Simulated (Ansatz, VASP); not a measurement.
# Two plane-wave programs on Na2S

```
Na S
1.0
     0.00000    3.31437    3.31437
     3.31437    0.00000    3.31437
     3.31437    3.31437    0.00000
Na S
2 1
Direct
  0.25000 0.25000 0.25000
  0.75000 0.75000 0.75000
  0.00000 0.00000 0.00000
```

Alike in both runs: task single point; functional PBEsol; k mesh 8 × 8 × 8; occupations gaussian, width 0.02 eV; no spin polarisation.

```csv
,VASP,Ansatz
version,VASP 6.6.1,Ansatz 0.2.0
potentials or method,"VASP PAW PBE potentials, release 64 (Na_pv, S), cutoff 500 eV","scalar-relativistic, plane waves, PAW"
valence electrons in the cell,20,24
```

|  | VASP | Ansatz | Ansatz less VASP |
| --- | --- | --- | --- |
| gap on the k mesh at the Fermi level (eV) | 2.24 | 2.25 | +0.004 |
| least direct gap on the mesh (eV) | 2.24 | 2.25 | +0.004 |
| pressure (GPa) | -1.5 | -1.5 | -0.02 |

VASP's potentials were made for PBE, not for PBEsol. VASP's potentials hold 20 valence electrons a cell and Ansatz's 24, so a difference there can come from the potentials and not from the codes.
